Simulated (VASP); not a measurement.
Wanted: the native input for a VASP 6.6.1 run.

| Property | Result |
| --- | --- |
| Task | single point |
| Functional | r2SCAN |
| Potentials or basis | VASP PAW PBE potentials, release 64 (Mo_sv, S) |
| Cutoff | 520 eV |
| k mesh | 10 × 10 × 10 |
| Occupations | gaussian, width 0.01 eV |
| Spin | no spin polarisation |
| Dipole correction | no |
| Further INCAR settings | ALGO = Normal; EDIFF = 1e-06; NBANDS = 20 |

The system is MoS2.

```
Mo S
1.0
     1.58759    0.91660    6.19393
    -1.58759    0.91660    6.19393
     0.00000   -1.83319    6.19393
Mo S
1 2
Direct
  0.00010 0.00010 0.00010
  0.24979 0.24979 0.24979
  0.41711 0.41711 0.41711
```

One way to write it, as run:

POSCAR

```
MoS2
1.0
    1.5875903429      0.9165957119      6.1939280739
   -1.5875903429      0.9165957119      6.1939280739
    0.0000000000     -1.8331914237      6.1939280739
Mo S
1 2
Direct
    0.0000965174      0.0000965174      0.0000965174
    0.2497906778      0.2497906778      0.2497906778
    0.4171128049      0.4171128049      0.4171128049
```

INCAR.step1

```
SYSTEM = MoS2
PREC = Accurate ; ENCUT = 520
ISMEAR = 0 ; SIGMA = 0.01
LREAL = .FALSE. ; LASPH = .TRUE.
NELM = 80 ; NBANDS = 20
GGA = PE ; ALGO = Normal
EDIFF = 1E-4 ; LWAVE = .TRUE.
LCHARG = .FALSE.
```

INCAR.step2

```
SYSTEM = MoS2
PREC = Accurate ; ENCUT = 520
EDIFF = 1E-6 ; ISMEAR = 0
SIGMA = 0.01 ; LREAL = .FALSE.
LASPH = .TRUE. ; NELM = 80
ALGO = Normal ; ISIF = 2
LWAVE = .FALSE. ; LCHARG = .FALSE.
METAGGA = R2SCAN ; LMIXTAU = .TRUE.
NBANDS = 20 ; ISTART = 1
```

KPOINTS

```
Automatic mesh
0
G
  10 10 10
  0 0 0
```

Potentials or basis: VASP PAW PBE potentials, release 64 (Mo_sv, S).

Command:

```sh
$ cat potpaw_PBE.64/Mo_sv/POTCAR potpaw_PBE.64/S/POTCAR > POTCAR
$ cp INCAR.step1 INCAR
$ mpirun -np 1 vasp_std > vasp.out
$ cp INCAR.step2 INCAR
$ mpirun -np 1 vasp_std > vasp.out
```

Results of the run:

```json
{
  "Pressure": "1.2 GPa",
  "Largest force": "0.052 eV/Å",
  "Band gap on the k mesh": "1.09 eV (least direct gap 2.04 eV)"
}
```

Caveat: the PAW data sets were made with another functional, which shifts forces and pressure a little.

It took 15 min on 1 thread of Intel(R) Xeon(R) Platinum 8259CL CPU @ 2.50GHz (Skylake/Cascade Lake), on a shared host, peak memory 0.42 GiB.
